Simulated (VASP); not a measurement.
Set up this calculation in VASP 6.6.1, as the native input.

```yaml
Task: single point
Functional: r2SCAN
Dispersion: D4
Potentials_or_basis: VASP PAW PBE potentials, release 64 (Ta_pv, K_sv, O)
Cutoff: 520 eV
k_mesh: 7 × 7 × 7
Occupations: fermi-dirac, width 0.05 eV
Spin: no spin polarisation
Dipole_correction: no
Further_INCAR_settings: ALGO = Normal; EDIFF = 1e-06; NBANDS = 27
```

KTaO3:

```
CELL_PARAMETERS angstrom
4.01471 0.00000 0.00000
0.00000 4.01471 0.00000
0.00000 0.00000 4.01471
ATOMIC_POSITIONS crystal
Ta 0.00000 0.00000 0.00000
K 0.50000 0.50000 0.50000
O 0.00000 0.00000 0.50000
O 0.00000 0.50000 0.00000
O 0.50000 0.00000 0.00000
```

These files were run (other wordings do the same):

POSCAR

```
KTaO3
1.0
    4.0147133525      0.0000000000      0.0000000000
    0.0000000000      4.0147133525      0.0000000000
    0.0000000000      0.0000000000      4.0147133525
Ta K O
1 1 3
Direct
    0.0000000000      0.0000000000      0.0000000000
    0.5000000000      0.5000000000      0.5000000000
    0.0000000000      0.0000000000      0.5000000000
    0.0000000000      0.5000000000      0.0000000000
    0.5000000000      0.0000000000      0.0000000000
```

INCAR.step1

```
  PREC = Accurate
  ENCUT = 520
  ISMEAR = -1
  SIGMA = 0.05
  LREAL = F
  LASPH = T
  NELM = 100
  NBANDS = 27
  GGA = PE
  ALGO = Normal
  EDIFF = 1E-4
  LWAVE = T
  LCHARG = F
```

INCAR.step2

```
  PREC = Accurate
  ENCUT = 520
  EDIFF = 1E-6
  ISMEAR = -1
  SIGMA = 0.05
  LREAL = F
  LASPH = T
  NELM = 100
  ALGO = Normal
  ISIF = 2
  LWAVE = F
  LCHARG = T
  METAGGA = R2SCAN
  LMIXTAU = T
  IVDW = 13
  VDW_S6 = 1.0
  VDW_S8 = 0.6018749
  VDW_A1 = 0.51559235
  VDW_A2 = 5.77342911
  LELF = T
  LVHAR = T
  NBANDS = 27
  ISTART = 1
```

KPOINTS

```
regular mesh
0
Gamma
  7 7 7
```

Potentials or basis: VASP PAW PBE potentials, release 64 (Ta_pv, K_sv, O).

Command:

```console
$ cat potpaw_PBE.64/Ta_pv/POTCAR potpaw_PBE.64/K_sv/POTCAR potpaw_PBE.64/O/POTCAR > POTCAR
$ cp INCAR.step1 INCAR
$ mpirun -np 1 vasp_std > vasp.out
$ cp INCAR.step2 INCAR
$ mpirun -np 1 vasp_std > vasp.out
```

It gave:

```json
{"Pressure": "-3.6 GPa", "Band gap on the k mesh": "2.61 eV (least direct gap 3.21 eV)", "Dispersion energy per atom": "-0.059 eV"}
```

Caveat: the cell stands under tension; the PAW data sets were made with another functional, which shifts forces and pressure a little; spin-orbit coupling is left out, which moves the levels of the heavy elements; an odd mesh through Γ misses points on the zone boundary, where band edges can lie.

Wall time 4.3 min on 1 thread of Intel Xeon 8259CL (shared host), peak memory 0.19 GiB.
